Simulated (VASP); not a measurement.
# InO in VASP: notebook

The runs below take InO through single point, with LDA.

Everything below comes from runs of VASP 6.6.1. Logs are shortened: lines on timing, memory, paths and dates and some standing lists are left out, and cuts for length are marked.

**1. The cell of the first run**

The cell holds a slab with vacuum, 4 atoms: a = 3.281 Å, b = 3.281 Å, c = 15.877 Å, α = 90.00°, β = 90.00°, γ = 120.00°.

**2. Single point, LDA (strain -0.050 along x and y, +0.000 along z)**

Input file INCAR:

```
SYSTEM = InO
ALGO = Normal
EDIFF = 1E-7
ENCUT = 520
ISIF = 2
ISMEAR = 0
LASPH = .TRUE.
LCHARG = .TRUE.
LELF = .TRUE.
LREAL = .FALSE.
LVHAR = .TRUE.
LWAVE = .FALSE.
NBANDS = 27
NELM = 80
PREC = Accurate
SIGMA = 0.03
```

Input file KPOINTS:

```
k-points
0
G
  12 12 2
  0 0 0
```

Input file POSCAR:

```
InO
1.0
    3.2809331112      0.0000000000      0.0000000000
   -1.6404665556      2.8413714224      0.0000000000
    0.0000000000      0.0000000000     15.8771000000
In O
2 2
Direct
    0.6666666667      0.3333333333      0.5900210000
    0.6666666667      0.3333333333      0.4099790000
    0.0000000000      0.0000000000      0.6398670000
    0.0000000000      0.0000000000      0.3601330000
```

Potentials or basis: VASP PAW LDA potentials, release 64 (In_d, O).

Launch:

```bash
cat potpaw_LDA.64/In_d/POTCAR potpaw_LDA.64/O/POTCAR > POTCAR
mpirun -np 1 vasp_std > vasp.out
```

OUTCAR:

```text
SYSTEM = InO
   EDIFF = 1E-7
   ENCUT = 520
   ISIF = 2
   ISMEAR = 0
   LASPH = .TRUE.
   LREAL = .FALSE.
   NELM = 80
   PREC = Accurate

 ion  position               nearest neighbor table
   1  0.667  0.333  0.590-   3 2.05   3 2.05   3 2.05   2 2.86
   2  0.667  0.333  0.410-   4 2.05   4 2.05   4 2.05   1 2.86
   3  0.000  0.000  0.640-   1 2.05   1 2.05   1 2.05
   4  0.000  0.000  0.360-   2 2.05   2 2.05   2 2.05

  LATTYP: Found a hexagonal cell.
 ALAT       =     3.2809331112
 C/A-ratio  =     4.8392025872

  Lattice vectors:

 A1 = (   3.2809331112,   0.0000000000,   0.0000000000)
 A2 = (  -1.6404665556,   2.8413714224,   0.0000000000)
 A3 = (   0.0000000000,   0.0000000000,  15.8771000000)

Analysis of symmetry for initial positions (statically):
=====================================================================
 Subroutine PRICEL returns:
 Original cell was already a primitive cell.

 Routine SETGRP: Setting up the symmetry group for a
 hexagonal supercell.

 Subroutine GETGRP returns: Found 12 space group operations
 (whereof 12 operations were pure point group operations)
 out of a pool of 24 trial point group operations.

The static configuration has the point symmetry D_3h.

Analysis of symmetry for dynamics (positions and initial velocities):
=====================================================================
 Subroutine PRICEL returns:
 Original cell was already a primitive cell.

 Routine SETGRP: Setting up the symmetry group for a
 hexagonal supercell.

 Subroutine GETGRP returns: Found 12 space group operations
 (whereof 12 operations were pure point group operations)
 out of a pool of 24 trial point group operations.

The dynamic configuration has the point symmetry D_3h.

 Subroutine INISYM returns: Found 12 space group operations
 (whereof 12 operations are pure point group operations),
 and found     1 'primitive' translations

----------------------------------------------------------------------------------------

                                     Primitive cell

  volume of cell :     148.0119

  direct lattice vectors                    reciprocal lattice vectors
     3.280933111  0.000000000  0.000000000     0.304791340  0.175971362  0.000000000
    -1.640466556  2.841371422  0.000000000     0.000000000  0.351942725  0.000000000
     0.000000000  0.000000000 15.877100000     0.000000000  0.000000000  0.062983794

  length of vectors
     3.280933111  3.280933111 15.877100000     0.351942725  0.351942725  0.062983794
[... 85 lines left out ...]
   EDIFF  = 0.1E-06   stopping-criterion for ELM
   LREAL  =      F    real-space projection
   EDIFFG = 0.1E-05   stopping-criterion for IOM
   NSW    =      0    number of steps for IOM
   IBRION =     -1    ionic relax: 0-MD 1-quasi-New 2-CG
   NFREE  =      0    steps in history (QN), initial steepest desc. (CG)
   ISIF   =      2    stress and relaxation
   ISYM   =      2    0-nonsym 1-usesym 2-fastsym
   POTIM  = 0.5000    time-step for ionic-motion
   TEBEG  =    0.0;   TEEND  =   0.0 temperature during run
   PSTRESS=    0.0 pullay stress
   NELECT =      38.0000    total number of electrons
   NUPDOWN=      -1.0000    fix difference up-down
   EMIN   =  10.00;   EMAX   =-10.00  energy-range for DOS
   EFERMI =   0.00;   METHOD = LEGACY
   ISMEAR =     0;   SIGMA  =   0.03  broadening in eV -4-tet -1-fermi 0-gaus
   EFERMI_NEDOS =   21; number of points for ismear=-14 and -15
   IALGO  =     38    algorithm
   IMIX   =      4    mixing-type and parameters
     AMIX     =   0.40;   BMIX     =  1.00
     AMIX_MAG =   1.60;   BMIX_MAG =  1.00
  volume/ion in A,a.u.               =      37.00       249.71
  Fermi-wavevector in a.u.,A,eV,Ry     =   1.040488  1.966238 14.729882  1.082616
  Thomas-Fermi vector in A             =   2.175066
   LORBIT       =      0    0 simple, 1 ext, 2 COOP (PROOUT), +10 PAW based schemes
   GGA     = CA    functional components
   LHFCALC =     F    Hartree Fock is set to
   AEXX    =    0.0000 exact exchange contribution
   IVDW    =     0    specifies the selected vdW correction
   LEPSILON=     F    determine dielectric tensor
   LRPA    =     F    only Hartree local field effects (RPA)
 non-spin polarized calculation
 Gauss-broadening in eV      SIGMA  =   0.03
  energy-cutoff  :      520.00
  volume of cell :      148.01
 maximum number of plane-waves:      4050
   NGX = 13   NGY = 13   NGZ = 59

 number of electron      38.0000019 magnetization

 Free energy of the ion-electron system (eV)
  ---------------------------------------------------
  ext. energy  EPLUGINS =         0.00000000
  ---------------------------------------------------
  free energy    TOTEN  =       -22.08778908 eV

  energy without entropy =      -22.08778908  energy(sigma->0) =      -22.08778908

 E-fermi :  -1.0978     XC(G=0):  -5.2819

 val. band max:       -1.2110239233   @ k =   0.3333   0.3333   0.0000
 cond. band min:      -0.9870475083   @ k =   0.0000   0.0000   0.5000
 fundamental gap:      0.2239764151
 Fermi energy:        -1.0977946972

 k-point     1 :       0.0000    0.0000    0.0000
  band No.  band energies     occupation
      1     -19.6712      2.00000
      2     -19.6470      2.00000
      3     -15.0832      2.00000
      4     -15.0832      2.00000
      5     -15.0420      2.00000
      6     -15.0420      2.00000
[... 709 lines left out ...]
     26       7.8647      0.00000
     27       7.8818      0.00000

 [... further k-points ...]

------------------------ aborting loop because EDIFF is reached ----------------------------------------

  FORCE on cell =-STRESS in cart. coord.  units (eV):
  Direction    XX          YY          ZZ          XY          YZ          ZX
  --------------------------------------------------------------------------------------
  -------------------------------------------------------------------------------------
  Total        3.9559901      3.9559901     -0.3592724      0.0000000      0.0000000     -0.0000000
  in kB       42.8222236     42.8222236     -3.8889989      0.0000000      0.0000000     -0.0000000
  external PRESSURE =      27.2518161 kB  Pullay stress =       0.0000000 kB

 VOLUME and BASIS-vectors are now :
 -----------------------------------------------------------------------------
  energy-cutoff  :      520.00
  volume of cell :      148.01
      direct lattice vectors                 reciprocal lattice vectors
     3.280933111  0.000000000  0.000000000     0.304791340  0.175971362  0.000000000
    -1.640466556  2.841371422  0.000000000     0.000000000  0.351942725  0.000000000
     0.000000000  0.000000000 15.877100000     0.000000000  0.000000000  0.062983794

 POSITION                                       TOTAL-FORCE (eV/Angst)
 -----------------------------------------------------------------------------------
      1.64047      0.94712      9.36782        -0.000000      0.000000     -0.903405
      1.64047      0.94712      6.50928        -0.000000      0.000000      0.903405
      0.00000      0.00000     10.15923         0.000000     -0.000000      0.515237
      0.00000      0.00000      5.71787         0.000000     -0.000000     -0.515237
 -----------------------------------------------------------------------------------
    total drift:                               -0.000001      0.000001      0.000000

  FREE ENERGIE OF THE ION-ELECTRON SYSTEM (eV)
  ---------------------------------------------------
  free  energy   TOTEN  =       -22.0877890794 eV

  energy  without entropy=      -22.0877890791  energy(sigma->0) =      -22.08778908
```

OSZICAR:

```text
N       E                     dE             d eps       ncg     rms          rms(c)
DAV:   1     0.409134405998E+03    0.40913E+03   -0.18197E+04  2076   0.147E+03
DAV:   2     0.388705503394E+02   -0.37026E+03   -0.35582E+03  2240   0.395E+02
DAV:   3    -0.230184538919E+02   -0.61889E+02   -0.61067E+02  2501   0.179E+02
[... 14 lines left out ...]
DAV:  18    -0.220877807782E+02   -0.44839E-04   -0.24873E-06  2462   0.712E-03    0.202E-03
DAV:  19    -0.220877874580E+02   -0.66798E-05   -0.20651E-07  1910   0.272E-03    0.468E-04
DAV:  20    -0.220877888327E+02   -0.13746E-05   -0.42261E-08  1649   0.173E-03    0.506E-04
DAV:  21    -0.220877890421E+02   -0.20944E-06   -0.97479E-09  1808   0.108E-03    0.212E-04
DAV:  22    -0.220877890794E+02   -0.37291E-07   -0.28107E-09  1662   0.550E-04
   1 F= -.22087789E+02 E0= -.22087789E+02  d E =-.294070E-09
```

stdout:

```text
POSCAR found type information on POSCAR InO
 POSCAR found :  2 types and       4 ions
 scaLAPACK will be used
 LDA part: xc-table for (Slater(with rela. corr.)+CA(PZ))
 , standard interpolation
 POSCAR, INCAR and KPOINTS ok, starting setup
 FFT: planning ... GRIDC
 FFT: planning ... GRID_SOFT
 FFT: planning ... GRID
 WAVECAR not read
 entering main loop
```

It took 2.4 min on 1 thread of Intel Xeon Platinum 8259CL at 2.50GHz (Skylake/Cascade Lake), shared host; peak memory 0.28 GiB.

What came out:

```
Free energy            : -22.0878 eV
Largest force          : 0.903 eV/Å
Band gap on the k mesh : 0.22 eV, indirect (least direct gap 1.41 eV)
```

Forces in eV/Å, atoms in the order of the input:
```
In   0.000  0.000 -0.903
In   0.000  0.000  0.903
O    0.000  0.000  0.515
O    0.000  0.000 -0.515
```

Caveat: the cell differs from its parent crystal (strain -0.050 along x and y, +0.000 along z); spin-orbit coupling is left out, which moves the levels of the heavy elements.

[end of part 1 of 2]
